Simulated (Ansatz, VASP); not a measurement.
One calculation of CdS, two programs

The input POSCAR:

```
CdS
1.0
    0.0000000000      2.8630563072      3.0062091226
    2.8630563072      0.0000000000      3.0062091226
    2.8630563072      2.8630563072      0.0000000000
Cd S
1 1
Direct
    0.0000000000      0.0000000000      0.0000000000
    0.7500000000      0.7500000000      0.7500000000
```

The input INCAR.step1:

```
ALGO     = Normal         # electronic algorithm
EDIFF    = 1E-4           # SCF threshold, eV
ENCUT    = 520            # plane-wave cutoff, eV
GGA      = PE             # functional
ISMEAR   = 0              # smearing method
LASPH    = True           # aspherical terms in the spheres
LCHARG   = False          # write CHGCAR
LREAL    = False          # projectors in reciprocal space
LWAVE    = True           # write WAVECAR
NBANDS   = 16             # bands
NELM     = 80             # most SCF steps
PREC     = Accurate       # precision mode
SIGMA    = 0.05           # smearing width, eV
```

INCAR.step2

```
ALGO     = Normal         # electronic algorithm
EDIFF    = 1E-7           # SCF threshold, eV
ENCUT    = 520            # plane-wave cutoff, eV
ISIF     = 2              # what is computed and relaxed
ISMEAR   = 0              # smearing method
ISTART   = 1            
LASPH    = True           # aspherical terms in the spheres
LCHARG   = False          # write CHGCAR
LMIXTAU  = True         
LREAL    = False          # projectors in reciprocal space
LWAVE    = False          # write WAVECAR
METAGGA  = R2SCAN         # meta-GGA
NBANDS   = 16             # bands
NELM     = 80             # most SCF steps
PREC     = Accurate       # precision mode
SIGMA    = 0.05           # smearing width, eV
```

KPOINTS

```
k-points
0
Gamma
  10 10 10
```

Input for Ansatz:

```yaml
crystal:
  lattice:
    - [0.0, 2.8630563072, 3.0062091226]
    - [2.8630563072, 0.0, 3.0062091226]
    - [2.8630563072, 2.8630563072, 0.0]
  atoms:
    - { symbol: Cd, position: [0.0, 0.0, 0.0] }
    - { symbol: S, position: [0.75, 0.75, 0.75] }
basis:
  ecutwfc: 500
kpoints:
  mp_grid: { grid: [10, 10, 10] }
hamiltonian:
  xc: r2scan
scf:
  occupations: { method: gaussian, width: 0.05 }
output:
  forces: true
  stress: true
  eigenvalues: true
```

Alike in both runs: task single point; functional r2SCAN; k mesh 10 × 10 × 10; occupations gaussian, width 0.05 eV; no spin polarisation.

```csv
,VASP,Ansatz
version,VASP 6.6.1,Ansatz 0.2.0
potentials or method,"VASP PAW PBE potentials, release 64 (Cd, S), cutoff 520 eV","scalar-relativistic, plane waves, PAW"
valence electrons in the cell,18,26
```

Ansatz gave:

| Quantity | Value |
| --- | --- |
| gap on the k mesh at the Fermi level (eV) | 1.55 |
| least direct gap on the mesh (eV) | 1.55 |
| pressure (GPa) | 1.8 |
| traceless stress, the component that is largest in VASP (GPa) | -0.61 |

Task: What did VASP give for the same quantities?

Result: gap on the k mesh at the Fermi level (eV): 1.55; least direct gap on the mesh (eV): 1.55; pressure (GPa): 2.2; traceless stress, the component that is largest in VASP (GPa): -0.60.

VASP's potentials were made for PBE, not for r2SCAN. VASP's potentials hold 18 valence electrons a cell and Ansatz's 26, so a difference there can come from the potentials and not from the codes.
